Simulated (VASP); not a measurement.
A run of VASP 6.6.1:

Contents of INCAR:

```
SYSTEM = HfO2
PREC = Accurate
ENCUT = 520
EDIFF = 1E-7
ISMEAR = 0
SIGMA = 0.1
LREAL = .False.
LASPH = .True.
NELM = 100
ALGO = Normal
ISIF = 2
LWAVE = .False.
LCHARG = .False.
GGA = PE
NBANDS = 31
```

File KPOINTS:

```
regular mesh
0
Gamma
  6 6 4
  0 0 0
```

The input POSCAR:

```
HfO2
1.0
    3.6033147751      0.0000000000      0.0000000000
    0.0000000000      3.6033147751      0.0000000000
    0.0000000000      0.0000000000      5.2506271942
Hf O
2 4
Direct
    0.5000000000      0.5000000000      0.5000000000
    0.0000000000      0.0000000000      0.0000000000
    0.0000000000      0.5000000000      0.6950113373
    0.5000000000      0.0000000000      0.8049886627
    0.5000000000      0.0000000000      0.3049886627
    0.0000000000      0.5000000000      0.1950113373
```

Potentials or basis: VASP PAW PBE potentials, release 64 (Hf_pv, O).

Run with:

```sh
$ cat potpaw_PBE.64/Hf_pv/POTCAR potpaw_PBE.64/O/POTCAR > POTCAR
$ mpirun -np 1 vasp_std > vasp.out
```

Hardware: 1 thread of Intel Xeon 8259CL, on a shared host.

Problem. Estimate the wall time of this run.

Solution. Run time: 95 s on 1 thread of Intel Xeon 8259CL, with other jobs on the host, peak memory 0.21 GiB. Counts: scf iterations 16, k points 30.
